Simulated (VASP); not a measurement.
# InGa2N3 in VASP: further runs

The runs below take InGa2N3 through single point, with PBE.

Program: VASP 6.6.1. These are calculated values, not measurements. Logs are shortened: lines on timing, memory, paths and dates and some standing lists are left out, and cuts for length are marked.

## (1) The cell of the first run

Symmetry: I-4m2, No. 119, tetragonal system. Conventional cell: a = 3.321 Å, b = 3.321 Å, c = 14.241 Å, α = 90.00°, β = 90.00°, γ = 90.00°. In (site symmetry -4m2) has 4 N at 2.16 Å within 2.9 Å. Within 2.6 Å of Ga (site symmetry 2mm) lie 4 N at 1.98 to 1.99 Å. Within 2.6 Å of N (site symmetry -4m2) lie 4 Ga at 1.99 Å. N (site symmetry 2mm) has 2 Ga at 1.98 Å and 2 In at 2.16 Å within 2.6 Å.

## (2) Single point, PBE

The input, INCAR:

```
PREC     = Accurate       # precision mode
ENCUT    = 520            # plane-wave cutoff, eV
EDIFF    = 1E-6           # SCF threshold, eV
ISMEAR   = 0              # smearing method
SIGMA    = 0.1            # smearing width, eV
LREAL    = False          # projectors in reciprocal space
LASPH    = True           # aspherical terms in the spheres
NELM     = 80             # most SCF steps
ALGO     = Normal         # electronic algorithm
ISIF     = 2              # what is computed and relaxed
LWAVE    = False          # write WAVECAR
LCHARG   = False          # write CHGCAR
GGA      = PE             # functional
NBANDS   = 36             # bands
```

The input, KPOINTS:

```
regular mesh
0
Gamma
  8 8 8
```

The input, POSCAR:

```
InGa2N3
1.0
   -1.6607219000      1.6607219000      7.1202865000
    1.6607219000     -1.6607219000      7.1202865000
    1.6607219000      1.6607219000     -7.1202865000
In Ga N
1 2 3
Direct
    0.0000000000      0.0000000000      0.0000000000
    0.6728320000      0.6728320000      0.0000000000
    0.3271680000      0.3271680000      0.0000000000
    0.2500000000      0.7500000000      0.5000000000
    0.9034650000      0.4034650000      0.5000000000
    0.5965350000      0.0965350000      0.5000000000
```

Potentials or basis: VASP PAW PBE potentials, release 64 (In_d, Ga_d, N).

Command:

```bash
$ cat potpaw_PBE.64/In_d/POTCAR potpaw_PBE.64/Ga_d/POTCAR potpaw_PBE.64/N/POTCAR > POTCAR
$ mpirun -np 1 vasp_std > vasp.out
```

OUTCAR:

```text
PREC = Accurate
   ENCUT = 520
   EDIFF = 1E-6
   ISMEAR = 0
   LREAL = False
   LASPH = True
   NELM = 80
   ISIF = 2
   GGA = PE

 ion  position               nearest neighbor table
   1  0.000  0.000  0.000-   5 2.16   6 2.16   6 2.16   5 2.16   3 3.40   2 3.40   2 3.40   2 3.40
                             3 3.40   2 3.40   3 3.40   3 3.40
   2  0.673  0.673  0.000-   6 1.98   6 1.98   4 1.99   4 1.99   1 3.40   1 3.40   1 3.40   1 3.40

   3  0.327  0.327  0.000-   5 1.98   5 1.98   4 1.99   4 1.99   1 3.40   1 3.40   1 3.40   1 3.40

   4  0.250  0.750  0.500-   2 1.99   3 1.99   3 1.99   2 1.99
   5  0.903  0.403  0.500-   3 1.98   3 1.98   1 2.16   1 2.16
   6  0.597  0.097  0.500-   2 1.98   2 1.98   1 2.16   1 2.16

  LATTYP: Found a body centered tetragonal cell.
 ALAT       =     3.3214438000
 C/A-ratio  =     4.2874646863

  Lattice vectors:

 A1 = (  -1.6607219000,   1.6607219000,   7.1202865000)
 A2 = (   1.6607219000,  -1.6607219000,   7.1202865000)
 A3 = (   1.6607219000,   1.6607219000,  -7.1202865000)

Analysis of symmetry for initial positions (statically):
=====================================================================
 Subroutine PRICEL returns:
 Original cell was already a primitive cell.

 Routine SETGRP: Setting up the symmetry group for a
 body centered tetragonal supercell.

 Subroutine GETGRP returns: Found  8 space group operations
 (whereof  8 operations were pure point group operations)
 out of a pool of 16 trial point group operations.

The static configuration has the point symmetry D_2d.

Analysis of symmetry for dynamics (positions and initial velocities):
=====================================================================
 Subroutine PRICEL returns:
 Original cell was already a primitive cell.

 Routine SETGRP: Setting up the symmetry group for a
 body centered tetragonal supercell.

 Subroutine GETGRP returns: Found  8 space group operations
 (whereof  8 operations were pure point group operations)
 out of a pool of 16 trial point group operations.

The dynamic configuration has the point symmetry D_2d.

 Subroutine INISYM returns: Found  8 space group operations
 (whereof  8 operations are pure point group operations),
 and found     1 'primitive' translations

----------------------------------------------------------------------------------------

                                     Primitive cell

  volume of cell :      78.5509

  direct lattice vectors                    reciprocal lattice vectors
    -1.660721900  1.660721900  7.120286500     0.000000000  0.301073888  0.070221893
     1.660721900 -1.660721900  7.120286500     0.301073888  0.000000000  0.070221893
     1.660721900  1.660721900 -7.120286500     0.301073888  0.301073888  0.000000000

  length of vectors
     7.497631246  7.497631246  7.497631246     0.309154655  0.309154655  0.425782776

  position of ions in fractional coordinates (direct lattice)
     0.000000000  0.000000000  0.000000000
     0.672832000  0.672832000  0.000000000
     0.327168000  0.327168000  0.000000000
     0.250000000  0.750000000  0.500000000
     0.903465000  0.403465000  0.500000000
     0.596535000  0.096535000  0.500000000

  ion indices of the primitive-cell ions
   primitive index   ion index
                 1           1
                 2           2
                 3           3
                 4           4
                 5           5
                 6           6

----------------------------------------------------------------------------------------

 KPOINTS: regular mesh

Automatic generation of k-mesh.
 Grid dimensions read from file:
 generate k-points for:    8    8    8

 Generating k-lattice:

  Cartesian coordinates                     Fractional coordinates (reciprocal lattice)
     0.000000000  0.037634236  0.008777737     0.125000000  0.000000000  0.000000000
     0.037634236  0.000000000  0.008777737     0.000000000  0.125000000  0.000000000
     0.037634236  0.037634236  0.000000000     0.000000000  0.000000000  0.125000000

  Length of vectors
     0.038644332  0.038644332  0.053222847

  Shift w.r.t. Gamma in fractional coordinates (k-lattice)
     0.000000000  0.000000000  0.000000000

 Subroutine IBZKPT returns following result:
 ===========================================

 Found     59 irreducible k-points:

 Following reciprocal coordinates:
            Coordinates               Weight
  0.000000  0.000000  0.000000      1.000000
  0.125000  0.000000  0.000000      8.000000
  0.250000  0.000000  0.000000      8.000000
  0.375000 -0.000000  0.000000      8.000000
  0.500000  0.000000  0.000000      4.000000
  0.125000  0.125000  0.000000      8.000000
[... 16 lines left out ...]
  0.250000  0.125000  0.125000     16.000000
  0.375000  0.125000  0.125000      8.000000
 [... further k-points ...]
   k-points           NKPTS =     59   k-points in BZ     NKDIM =     59   number of bands    NBANDS=     36
[... 32 lines left out ...]
   ISMEAR =     0;   SIGMA  =   0.10  broadening in eV -4-tet -1-fermi 0-gaus
   EFERMI_NEDOS =   21; number of points for ismear=-14 and -15
   IALGO  =     38    algorithm
   IMIX   =      4    mixing-type and parameters
     AMIX     =   0.40;   BMIX     =  1.00
     AMIX_MAG =   1.60;   BMIX_MAG =  1.00
  volume/ion in A,a.u.               =      13.09        88.35
  Fermi-wavevector in a.u.,A,eV,Ry     =   1.444849  2.730368 28.403349  2.087587
  Thomas-Fermi vector in A             =   2.563097
   LORBIT       =      0    0 simple, 1 ext, 2 COOP (PROOUT), +10 PAW based schemes
   GGA     = PE    functional components
   LHFCALC =     F    Hartree Fock is set to
   AEXX    =    0.0000 exact exchange contribution
   IVDW    =     0    specifies the selected vdW correction
   LEPSILON=     F    determine dielectric tensor
   LRPA    =     F    only Hartree local field effects (RPA)
 non-spin polarized calculation
 Gauss-broadening in eV      SIGMA  =   0.10
  energy-cutoff  :      520.00
  volume of cell :       78.55
 maximum number of plane-waves:      2135
   NGX = 27   NGY = 27   NGZ = 27

 number of electron      53.9999998 magnetization

 Free energy of the ion-electron system (eV)
  ---------------------------------------------------
  ext. energy  EPLUGINS =         0.00000000
  ---------------------------------------------------
  free energy    TOTEN  =       -34.74505593 eV

  energy without entropy =      -34.74505570  energy(sigma->0) =      -34.74505581

 E-fermi :   5.8827     XC(G=0): -11.1832

 val. band max:        5.6038490712   @ k =   0.0000   0.0000   0.0000
 cond. band min:       6.1452531055   @ k =   0.0000   0.0000   0.0000
 fundamental gap:      0.5414040343
 Fermi energy:         5.8826774042

 k-point     1 :       0.0000    0.0000    0.0000
  band No.  band energies     occupation
      1      -9.7408      2.00000
      2      -9.3154      2.00000
      3      -9.1152      2.00000
      4      -7.9461      2.00000
      5      -7.9287      2.00000
      6      -7.9287      2.00000
[... 28 lines left out ...]
     35      15.3409      0.00000
     36      15.3971      0.00000

 k-point     2 :       0.1250    0.0000    0.0000
  band No.  band energies     occupation
      1      -9.6606      2.00000
      2      -9.3073      2.00000
      3      -9.1211      2.00000
      4      -7.9252      2.00000
      5      -7.9187      2.00000
      6      -7.8770      2.00000
[... 28 lines left out ...]
     35      15.5067      0.00000
     36      15.5445      0.00000

 k-point     3 :       0.2500    0.0000    0.0000
  band No.  band energies     occupation
      1      -9.4883      2.00000
      2      -9.2930      2.00000
      3      -9.1396      2.00000
      4      -7.8943      2.00000
      5      -7.8855      2.00000
      6      -7.8392      2.00000
[... 28 lines left out ...]
     35      15.5719      0.00000
     36      15.8073      0.00000
[... 742 lines left out ...]
 k-point    23 :       0.2500    0.1250    0.1250
  band No.  band energies     occupation
      1      -9.2892      2.00000
      2      -9.2197      2.00000
      3      -9.1582      2.00000
      4      -7.8397      2.00000
      5      -7.8256      2.00000
      6      -7.7938      2.00000
[... 28 lines left out ...]
     35      15.1479      0.00000
     36      15.5347      0.00000

 k-point    24 :       0.3750    0.1250    0.1250
  band No.  band energies     occupation
      1      -9.2935      2.00000
      2      -9.1861      2.00000
      3      -9.1690      2.00000
      4      -7.8396      2.00000
      5      -7.8206      2.00000
      6      -7.8013      2.00000
[... 28 lines left out ...]
     35      15.1779      0.00000
     36      15.6163      0.00000

 [... further k-points ...]

------------------------ aborting loop because EDIFF is reached ----------------------------------------

  FORCE on cell =-STRESS in cart. coord.  units (eV):
  Direction    XX          YY          ZZ          XY          YZ          ZX
  --------------------------------------------------------------------------------------
  -------------------------------------------------------------------------------------
  Total        0.0694848      0.0694848      0.0729875      0.0000000      0.0000000      0.0000000
  in kB        1.4172580      1.4172580      1.4887013      0.0000000      0.0000000      0.0000000
  external PRESSURE =       1.4410724 kB  Pullay stress =       0.0000000 kB

 VOLUME and BASIS-vectors are now :
 -----------------------------------------------------------------------------
  energy-cutoff  :      520.00
  volume of cell :       78.55
      direct lattice vectors                 reciprocal lattice vectors
    -1.660721900  1.660721900  7.120286500     0.000000000  0.301073888  0.070221893
     1.660721900 -1.660721900  7.120286500     0.301073888  0.000000000  0.070221893
     1.660721900  1.660721900 -7.120286500     0.301073888  0.301073888  0.000000000

 POSITION                                       TOTAL-FORCE (eV/Angst)
 -----------------------------------------------------------------------------------
      0.00000      0.00000      0.00000         0.000000      0.000000     -0.000000
      0.00000      0.00000      9.58151         0.000000      0.000000     -0.001407
      0.00000      0.00000      4.65906        -0.000000      0.000000      0.001407
      1.66072      0.00000      3.56014         0.000000      0.000000     -0.000000
      0.00000      1.66072      5.74557        -0.000000     -0.000000     -0.009003
      0.00000      1.66072      1.37471        -0.000000     -0.000000      0.009003
 -----------------------------------------------------------------------------------
    total drift:                                0.000001     -0.000001      0.000000

  FREE ENERGIE OF THE ION-ELECTRON SYSTEM (eV)
  ---------------------------------------------------
  free  energy   TOTEN  =       -34.7450559317 eV

  energy  without entropy=      -34.7450556982  energy(sigma->0) =      -34.74505581
```

Wall time 13 min (1 thread of Oxide Virtual Turin-like, shared host); peak memory 0.46 GiB.

Results:

```
Free energy            : -34.7451 eV
Pressure               : 0.1 GPa
Largest force          : 0.009 eV/Å
Band gap on the k mesh : 0.54 eV
```

Forces in eV/Å, atoms in the order of the input:
```
In   0.000  0.000  0.000
Ga   0.000  0.000 -0.001
Ga   0.000  0.000  0.001
N    0.000  0.000  0.000
N    0.000  0.000 -0.009
N    0.000  0.000  0.009
```

Caveat: semilocal functionals underestimate gaps, and a narrow one can read as zero; spin-orbit coupling is left out, which moves the levels of the heavy elements. A k mesh can miss the band edges.

## (3) Single point, PBE

This run uses another cell than the first one: it holds 12 atoms, not 6.

The input, INCAR:

```
SYSTEM = InGa2N3
PREC = Accurate
ENCUT = 520
EDIFF = 1E-6
ISMEAR = 0
SIGMA = 0.1
LREAL = .FALSE.
LASPH = .TRUE.
NELM = 60
ALGO = Normal
ISIF = 2
LWAVE = .FALSE.
LCHARG = .FALSE.
GGA = PE
NBANDS = 66
```

The input, KPOINTS:

```
Automatic mesh
0
G
  4 4 4
  0 0 0
```

The input, POSCAR:

```
InGa2N3
1.0
   -3.3214438000      3.3214438000      0.0000000000
    3.3214438000      3.3214438000      0.0000000000
    1.6607219000     -1.6607219000     -7.1202865000
In Ga N
2 4 6
Direct
    0.0000000000      0.0000000000      0.0000000000
    0.5000000000      0.5000000000      0.0000000000
    0.3271680000      1.0000000000      0.6543360000
    0.8271680000      0.5000000000      0.6543360000
    0.6728320000      1.0000000000      0.3456640000
    0.1728320000      0.5000000000      0.3456640000
    0.5000000000      0.2500000000      0.5000000000
    1.0000000000      0.7500000000      0.5000000000
    0.8465350000      0.2500000000      0.1930700000
    0.3465350000      0.7500000000      0.1930700000
    0.1534650000      0.2500000000      0.8069300000
    0.6534650000      0.7500000000      0.8069300000
```

Potentials or basis: VASP PAW PBE potentials, release 64 (In_d, Ga_d, N).

Command:

```bash
$ cat potpaw_PBE.64/In_d/POTCAR potpaw_PBE.64/Ga_d/POTCAR potpaw_PBE.64/N/POTCAR > POTCAR
$ mpirun -np 1 vasp_std > vasp.out
```

Run time: 6.1 min. Hardware: 1 thread of Oxide Virtual Turin-like, shared host; peak memory 0.31 GiB.

The run converged. Its results:

```yaml
Free_energy: -69.4852 eV
Pressure: 0.1 GPa
Largest_force: 0.008 eV/Å
Band_gap_on_the_k_mesh: 0.54 eV
```

Forces on the atoms (eV/Å):
```
In   0.000  0.000  0.000
In   0.000  0.000  0.000
Ga   0.000  0.000 -0.001
Ga   0.000  0.000 -0.001
Ga   0.000  0.000  0.001
Ga   0.000  0.000  0.001
N    0.000  0.000  0.000
N    0.000  0.000  0.000
N    0.000  0.000 -0.008
N    0.000  0.000 -0.008
N    0.000  0.000  0.008
N    0.000  0.000  0.008
```

Levels at points of the mesh, in eV from the valence-band top:
```tsv
k point	band 51	band 52	band 53	band 54	band 55	band 56	band 57	band 58
(0.00, 0.00, 0.00)	-1.73	-0.24	0.00	0.00	0.54	3.08	3.78	3.93
(0.50, 0.00, 0.00)	-1.26	-1.26	-0.83	-0.83	3.62	3.62	5.53	5.53
(0.00, 0.50, 0.00)	-1.40	-1.40	-1.15	-1.15	3.41	3.41	5.90	5.90
(0.50, 0.50, 0.00)	-0.95	-0.95	-0.45	-0.45	3.54	3.54	4.47	4.47
(0.00, 0.00, 0.50)	-1.00	-1.00	-0.47	-0.47	2.58	2.79	3.08	3.55
(0.00, 0.50, 0.50)	-1.08	-1.08	-0.68	-0.68	3.89	3.89	5.18	5.18
```

Caveat: semilocal functionals underestimate gaps, and a narrow one can read as zero; spin-orbit coupling is left out, which moves the levels of the heavy elements.

## (4) Single point, PBE

This run uses another cell than the first one: it holds 12 atoms, not 6.

The input, INCAR:

```
SYSTEM = InGa2N3
PREC     = Accurate       ! precision mode
ENCUT    = 520            ! plane-wave cutoff, eV
EDIFF    = 1E-6           ! SCF threshold, eV
ISMEAR   = 0              ! smearing method
SIGMA    = 0.1            ! smearing width, eV
LREAL    = .False.        ! projectors in reciprocal space
LASPH    = .True.         ! aspherical terms in the spheres
NELM     = 100            ! most SCF steps
ALGO     = Normal         ! electronic algorithm
ISIF     = 2              ! what is computed and relaxed
LWAVE    = .False.        ! write WAVECAR
LCHARG   = .False.        ! write CHGCAR
GGA      = PE             ! functional
NBANDS   = 66             ! bands
```

The input, KPOINTS:

```
Automatic mesh
0
Gamma
  4 4 4
  0 0 0
```

The input, POSCAR:

```
InGa2N3
1.0
   -3.3213829855      3.3214239836     -0.0000139967
    3.3213353115      3.3213764918      0.0001158654
    1.6605382010     -1.6608317819     -7.1182726104
In Ga N
2 4 6
Direct
   -0.0000001416     -0.0000090881     -0.0000017817
    0.5000088229      0.4999832648      0.0000062661
    0.3271681511      1.0000040655      0.6543464310
    0.8271613307      0.5000042069      0.6543437608
    0.6728282461      0.9999989841      0.3456521309
    0.1728320380      0.4999991336      0.3456519384
    0.5000046123      0.2500018803      0.4999998150
    1.0000015955      0.7500001858      0.4999978205
    0.8465203420      0.2500054176      0.1930548316
    0.3465294437      0.7499977757      0.1930595156
    0.1534744223      0.2500107622      0.8069440681
    0.6534711372      0.7500034114      0.8069452038
```

Command:

```bash
$ cat potpaw_PBE.64/In_d/POTCAR potpaw_PBE.64/Ga_d/POTCAR potpaw_PBE.64/N/POTCAR > POTCAR
$ mpirun -np 1 vasp_std > vasp.out
```

Wall time 10 min (1 thread of Oxide Virtual Turin-like, shared host); peak memory 0.4 GiB.

It converged, with:

| Quantity | Value |
| --- | --- |
| Free energy | -69.4851 eV |
| Pressure | 0.1 GPa |
| Largest force | 0.010 eV/Å |
| Band gap on the k mesh | 0.54 eV |

Forces on the atoms (eV/Å):
```
In   0.000  0.001  0.000
In   0.001  0.001  0.001
Ga   0.000  0.000  0.000
Ga   0.000  0.001  0.000
Ga   0.000  0.000  0.000
Ga   0.000  0.000  0.000
N    0.000 -0.001  0.000
N    0.000  0.000  0.000
N   -0.001  0.000 -0.010
N    0.000  0.000 -0.010
N    0.000 -0.001  0.010
N    0.000 -0.001  0.010
```

Levels at points of the mesh, in eV from the valence-band top:
```tsv
k point	band 50	band 51	band 52	band 53	band 54	band 55	band 56	band 57	band 58	band 59
(0.00, 0.00, 0.00)	-1.73	-1.73	-0.24	0.00	0.00	0.54	3.08	3.78	3.94	4.59
(0.50, 0.00, 0.00)	-1.62	-1.26	-1.26	-0.83	-0.83	3.62	3.62	5.53	5.53	5.73
(0.50, 0.00, 0.50)	-1.62	-1.26	-1.26	-0.83	-0.83	3.62	3.62	5.53	5.53	5.73
(0.00, 0.50, 0.00)	-1.44	-1.40	-1.40	-1.15	-1.15	3.41	3.41	5.91	5.91	5.99
(0.50, 0.50, 0.00)	-1.27	-0.95	-0.95	-0.45	-0.45	3.55	3.55	4.47	4.47	5.13
(0.50, 0.50, 0.50)	-1.27	-0.95	-0.95	-0.45	-0.45	3.55	3.55	4.47	4.47	5.13
(0.00, 0.00, 0.50)	-2.24	-1.00	-1.00	-0.47	-0.47	2.58	2.79	3.08	3.55	4.59
(0.00, 0.50, 0.50)	-2.13	-1.08	-1.08	-0.68	-0.68	3.89	3.89	5.18	5.18	5.61
```

Caveat: semilocal functionals underestimate gaps, and a narrow one can read as zero; spin-orbit coupling is left out, which moves the levels of the heavy elements.

## (5) Overview

```csv
cell,k mesh,gap on the mesh (eV),pressure (GPa),largest force (eV/Å)
"a = 7.498 Å, angles 154.4, 154.4, 36.5°, 6 atoms, atomic positions A",8 × 8 × 8,0.54,0.1,0.01
"a = 4.697, b = 4.697, c = 7.498 Å, angles 90.0, 108.3, 90.0°, 12 atoms, atomic positions B",4 × 4 × 4,0.54,0.1,0.01
"a = 4.697, b = 4.697, c = 7.496 Å, angles 90.0, 108.3, 90.0°, 12 atoms, atomic positions B",4 × 4 × 4,0.54,0.1,0.01
```

Alike in all rows: task single point; level PBE; potentials or basis VASP PAW PBE potentials, release 64 (In_d, Ga_d, N); no spin polarisation; cutoff (eV) 520; smearing gaussian 0.1 eV.

Caveats: semilocal functionals underestimate gaps, and a narrow one can read as zero; spin-orbit coupling is left out, which moves the levels of the heavy elements.

Absolute energies hang on the potentials; compare differences alone.
